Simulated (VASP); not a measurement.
GaSi2:

```
Ga Si
1.0
    -1.85427    1.85427    3.78299
     1.85427   -1.85427    3.78299
     1.85427    1.85427   -3.78299
Ga Si
1 2
Direct
  0.00000 0.00000 0.00000
  0.75000 0.25000 0.50000
  0.25000 0.75000 0.50000
```

| Quantity | Value |
| --- | --- |
| Program | VASP 6.6.1 |
| Task | relaxation of cell and atoms |
| Functional | r2SCAN |
| Potentials or basis | VASP PAW PBE potentials, release 64 (Ga_d, Si) |
| Cutoff | 600 eV |
| k mesh | 6 × 6 × 6 |
| Occupations | gaussian, width 0.1 eV |
| Spin | no spin polarisation |

At the start: pressure -0.1 GPa; volume 17.34 Å³/atom.

Task: Where does the relaxation end?

Result: Over 4 steps the energy falls by 4.6 meV/atom and the volume is 17.24 Å³/atom (-0.6 %); space group I4/mmm (No. 139, to 0.1 Å) before and after.

The path:
```tsv
step	energy change (eV)	largest force (eV/Å)	pressure (GPa)	volume (Å³)
1	0.0000	0.0000	-0.06	52.03
2	-0.0055	0.0000	0.13	51.98
3	-0.0130	0.0000	0.31	51.82
4	-0.0137	0.0000	0.32	51.73
```

Final structure:
```yaml
crystal:
  lattice:
    - [-1.81419, 1.81419, 3.92967]
    - [1.81419, -1.81419, 3.92967]
    - [1.81419, 1.81419, -3.92967]
  atoms:
    - { symbol: Ga, position: [0.00000, 0.00000, 0.00000] }
    - { symbol: Si, position: [0.75000, 0.25000, 0.50000] }
    - { symbol: Si, position: [0.25000, 0.75000, 0.50000] }
```

Caveat: the PAW data sets were made with another functional, which shifts forces and pressure a little.
